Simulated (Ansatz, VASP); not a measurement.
## Cu in VASP and in Ansatz

INCAR

```
SYSTEM = Cu
ALGO     = Normal         ! electronic algorithm
EDIFF    = 1E-8           ! SCF threshold, eV
ENCUT    = 520            ! plane-wave cutoff, eV
GGA      = PS             ! functional
ISIF     = 2              ! what is computed and relaxed
ISMEAR   = -1             ! smearing method
LASPH    = .TRUE.         ! aspherical terms in the spheres
LCHARG   = .FALSE.        ! write CHGCAR
LEFG     = .TRUE.       
LREAL    = .FALSE.        ! projectors in reciprocal space
LWAVE    = .FALSE.        ! write WAVECAR
NBANDS   = 12             ! bands
NELM     = 80             ! most SCF steps
PREC     = Accurate       ! precision mode
SIGMA    = 0.03           ! smearing width, eV
```

Contents of KPOINTS:

```
k-points
0
G
  17 17 17
  0 0 0
```

The input POSCAR:

```
Cu
1.0
    0.0000000000      1.7953687620      1.7953687620
    1.7953687620      0.0000000000      1.7953687620
    1.7953687620      1.7953687620      0.0000000000
Cu
1
Direct
    0.0000000000      0.0000000000      0.0000000000
```

Input for Ansatz:

```yaml
crystal:
  lattice:
    - [0.0, 1.795368762, 1.795368762]
    - [1.795368762, 0.0, 1.795368762]
    - [1.795368762, 1.795368762, 0.0]
  atoms:
    - { symbol: Cu, position: [0.0, 0.0, 0.0] }
kpoints:
  mp_grid: { grid: [17, 17, 17] }
scf:
  occupations: { method: fermi_dirac, width: 0.03 }
hamiltonian:
  xc: pbesol
  pseudopotentials: { kind: all_electron, datasets: crystal }
output:
  forces: true
  stress: true
  eigenvalues: true
  efg: { contact_densities: true }
```

Change from the starting cell: volume scaled by 0.98, crystal datasets.

Alike in both runs: task electric field gradients; functional PBEsol; k mesh 17 × 17 × 17; occupations fermi-dirac, width 0.03 eV; no spin polarisation.

|  | VASP | Ansatz |
| --- | --- | --- |
| version | VASP 6.6.1 | Ansatz 0.2.0 |
| potentials or method | VASP PAW PBE potentials, release 64 (Cu), cutoff 520 eV | all-electron PAW with datasets made for the crystal, scalar-relativistic |

```csv
,VASP,Ansatz,Ansatz less VASP
pressure (GPa),-3.1,-3.8,-0.68
```

VASP's potentials were made for PBE, not for PBEsol. Ansatz ran all-electron here, and VASP with PAW potentials.
